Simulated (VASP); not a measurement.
Here is a VASP 6.6.1 calculation.

File INCAR:

```
SYSTEM = Al
ALGO = Fast
EDIFF = 1E-6
ENCUT = 520
GGA = PS
ISIF = 2
ISMEAR = 0
IVDW = 12
LASPH = .True.
LCHARG = .False.
LREAL = .False.
LWAVE = .False.
NBANDS = 10
NELM = 80
PREC = Accurate
SIGMA = 0.15
```

Contents of KPOINTS:

```
k-points
0
Gamma
  18 18 10
  0 0 0
```

File POSCAR:

```
Al
1.0
    2.6718325839      0.0000000000      0.0000000000
   -1.3359162919      2.3138748923      0.0000000000
    0.0000000000      0.0000000000      4.7451787500
Al
2
Direct
    0.6666666667      0.3333333333      0.7500000000
    0.3333333333      0.6666666667      0.2500000000
```

Potentials or basis: VASP PAW PBE potentials, release 64 (Al).

The run is started by

```console
$ cat potpaw_PBE.64/Al/POTCAR > POTCAR
$ mpirun -np 1 vasp_std > vasp.out
```

Task: Estimate the band gap on the k mesh.

Result: Zero (band 3 reaches 12.88 eV, above the bottom of band 4 at 6.09 eV).

Task: Predict the pressure.

Result: 7.7 GPa.

Task: Predict the dispersion energy per atom.

Result: -0.358 eV.

Stress tensor (GPa, compression positive):
```
10.79  0.00  0.00
 0.00 10.79  0.00
 0.00  0.00  1.55
```

Caveat: the cell differs from its parent crystal (strain -0.050 along x and y, -0.025 along z); the PAW data sets were made with another functional, which shifts forces and pressure a little; pairwise dispersion overbinds metals, which lowers pressure and volume.
